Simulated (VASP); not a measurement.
# Ni3Ge (Pm-3m) in VASP: a series of runs, part 2 of 2

VASP 6.6.1. Earlier steps stand in the parts before.

### Step 4. Relaxation of cell and atoms, LDA

This run uses another cell than the first one, of 11.00 Å³/atom.

File INCAR:

```
PREC = Accurate ; ENCUT = 600
EDIFF = 1E-6 ; ISMEAR = 0
SIGMA = 0.1 ; LREAL = F
LASPH = T ; NELM = 80
ALGO = Fast ; ISIF = 3
LWAVE = F ; LCHARG = F
IBRION = 2 ; NSW = 100
EDIFFG = -0.005
```

File KPOINTS:

```
Automatic mesh
0
Gamma
  12 12 12
```

File POSCAR:

```
Ni3Ge
1.0
    3.5303341067      0.0000000000      0.0000000000
    0.0000000000      3.5303341067      0.0000000000
    0.0000000000      0.0000000000      3.5303341067
Ni Ge
3 1
Direct
    0.5000000000      0.0000000000      0.5000000000
    0.0000000000      0.5000000000      0.5000000000
    0.5000000000      0.5000000000      0.0000000000
    0.0000000000      0.0000000000      0.0000000000
```

Potentials or basis: VASP PAW LDA potentials, release 64 (Ni, Ge_d).

Launch:

```console
$ cat potpaw_LDA.64/Ni/POTCAR potpaw_LDA.64/Ge_d/POTCAR > POTCAR
$ mpirun -np 1 vasp_std > vasp.out
```

OUTCAR:

```text
PREC = Accurate
   ENCUT = 600
   EDIFF = 1E-6
   ISMEAR = 0
   LREAL = F
   LASPH = T
   NELM = 80
   ISIF = 3
   IBRION = 2
   NSW = 100
   EDIFFG = -0.005

 ion  position               nearest neighbor table
   1  0.500  0.000  0.500-   2 2.50   3 2.50   4 2.50   3 2.50   4 2.50   2 2.50   3 2.50   3 2.50
                             2 2.50   4 2.50   4 2.50   2 2.50
   2  0.000  0.500  0.500-   1 2.50   3 2.50   4 2.50   3 2.50   4 2.50   1 2.50   4 2.50   4 2.50
                             1 2.50   3 2.50   3 2.50   1 2.50
   3  0.500  0.500  0.000-   1 2.50   2 2.50   4 2.50   1 2.50   2 2.50   1 2.50   4 2.50   1 2.50
                             2 2.50   4 2.50   2 2.50   4 2.50
   4  0.000  0.000  0.000-   1 2.50   2 2.50   3 2.50   1 2.50   2 2.50   2 2.50   3 2.50   2 2.50
                             1 2.50   3 2.50   1 2.50   3 2.50

  LATTYP: Found a simple cubic cell.
 ALAT       =     3.5303341067

  Lattice vectors:

 A1 = (   3.5303341067,   0.0000000000,   0.0000000000)
[... 339 lines left out ...]
  ext. energy  EPLUGINS =         0.00000000
  ---------------------------------------------------
  free energy    TOTEN  =       -26.40375285 eV

  energy without entropy =      -26.39413991  energy(sigma->0) =      -26.39894638

 E-fermi :  10.5848     XC(G=0): -14.0291

 val. band max:       10.5720479233   @ k =   0.0833   0.0833   0.0000
 cond. band min:      10.6129291126   @ k =   0.4167   0.4167   0.3333
 fundamental gap:      0.0408811893
 Fermi energy:        10.5847936608

 k-point     1 :       0.0000    0.0000    0.0000
  band No.  band energies     occupation
      1     -14.1820      2.00000
      2     -14.1820      2.00000
      3     -14.1657      2.00000
      4     -14.1657      2.00000
      5     -14.1657      2.00000
      6      -2.2153      2.00000
[... 685 lines left out ...]
     25      15.3514      0.00000
     26      16.9488      0.00000

 [... further k-points ...]
[... 5 lines left out ...]
  --------------------------------------------------------------------------------------
  -------------------------------------------------------------------------------------
  Total        0.0147829      0.0147829      0.0147829     -0.0000000     -0.0000000      0.0000000
  in kB        0.5570739      0.5570739      0.5570739     -0.0000000     -0.0000000      0.0000000
  external PRESSURE =       0.5570739 kB  Pullay stress =       0.0000000 kB
[... 19 lines left out ...]
  FREE ENERGIE OF THE ION-ELECTRON SYSTEM (eV)
  ---------------------------------------------------
  free  energy   TOTEN  =       -26.4037528518 eV

  energy  without entropy=      -26.3941399142  energy(sigma->0) =      -26.39894638

 reached required accuracy - stopping structural energy minimisation
```

CONTCAR:

```text
Ni3Ge
   1.00000000000000
     3.4902169598897959    0.0000000000000000    0.0000000000000000
    -0.0000000000000000    3.4902169598897959    0.0000000000000000
     0.0000000000000000   -0.0000000000000000    3.4902169598897959
  Ni              Ge
     3     1
Direct
     0.5000000000000000    0.0000000000000000    0.5000000000000000
     0.0000000000000000    0.5000000000000000    0.5000000000000000
     0.5000000000000000    0.5000000000000000    0.0000000000000000
     0.0000000000000000    0.0000000000000000    0.0000000000000000

  0.00000000E+00  0.00000000E+00  0.00000000E+00
  0.00000000E+00  0.00000000E+00  0.00000000E+00
  0.00000000E+00  0.00000000E+00  0.00000000E+00
  0.00000000E+00  0.00000000E+00  0.00000000E+00
```

It took 2.5 min on 1 thread of Intel Xeon 6975P-C (Granite Rapids), shared host; peak memory 0.23 GiB.

What came out:

| Property | Result |
| --- | --- |
| Free energy | -26.4038 eV |
| Relaxed volume | 10.63 Å³/atom |
| Relaxed cell | a = 3.490 Å, b = 3.490 Å, c = 3.490 Å, α = 90.00°, β = 90.00°, γ = 90.00° |
| Space group after relaxing (to 0.1 Å) | Pm-3m (No. 221) |
| Energy gained by relaxing | 8.8 meV/atom |
| Ionic steps | 5 |
| Pressure after relaxing | 0.1 GPa |
| Band gap on the k mesh | zero (bands 22 and 23 overlap by 0.24 eV) |

Step by step:
| step | energy change (eV) | largest force (eV/Å) | pressure (GPa) | volume (Å³) |
| --- | --- | --- | --- | --- |
| 1 | 0.0000 | 0.0000 | -7.41 | 44.00 |
| 2 | 0.0184 | 0.0000 | 9.80 | 40.84 |
| 3 | -0.0352 | 0.0000 | -0.52 | 42.58 |
| 4 | -0.0352 | 0.0000 | 0.10 | 42.49 |
| 5 | -0.0353 | 0.0000 | 0.06 | 42.52 |

Final structure:
```cif
data_structure
_symmetry_space_group_name_H-M 'P 1'
_symmetry_Int_Tables_number 1
_cell_length_a 3.4902
_cell_length_b 3.4902
_cell_length_c 3.4902
_cell_angle_alpha 90.000
_cell_angle_beta 90.000
_cell_angle_gamma 90.000
_cell_volume 42.52
loop_
_atom_site_label
_atom_site_type_symbol
_atom_site_fract_x
_atom_site_fract_y
_atom_site_fract_z
_atom_site_occupancy
Ni1 Ni 0.50000 0.00000 0.50000 1
Ni2 Ni 0.00000 0.50000 0.50000 1
Ni3 Ni 0.50000 0.50000 0.00000 1
Ge1 Ge 0.00000 0.00000 0.00000 1
```

Levels at points of the mesh, in eV from the Fermi level:
```tsv
k point	band 19	band 20	band 21	band 22	band 23	band 24	band 25	band 26
(0.00, 0.00, 0.00)	-0.60	-0.60	-0.30	0.03	0.03	0.03	4.23	7.17
(0.50, 0.00, 0.00)	-1.30	-1.20	-0.55	0.03	3.76	3.76	4.91	5.95
(0.50, 0.50, 0.00)	-1.24	-1.17	-0.99	-0.98	0.68	0.68	5.92	6.69
(0.50, 0.50, 0.50)	-1.23	-1.23	-0.51	-0.21	-0.21	-0.21	0.79	4.42
```

Spin polarisation is off, so any magnetic state and its effect on volume and gap are missing.

### Step 5. The runs side by side

```tsv
task	cell	cutoff (eV)	smearing	gap on the mesh (eV)	pressure (GPa)
single point	a = 3.489 Å, 4 atoms	520	gaussian 0.1 eV	none	0.6
single point	a = 3.489 Å, 4 atoms	520	gaussian 0.15 eV	none	0.6
relaxation of cell and atoms	relaxed from a = 3.530 Å, 4 atoms	600	gaussian 0.1 eV	none	0.1
```

Alike in all rows: level LDA; potentials or basis VASP PAW LDA potentials, release 64 (Ni, Ge_d); no spin polarisation; k mesh 12 × 12 × 12.

Total energies depend on the potentials used, so only differences within one code and one set of settings carry meaning.
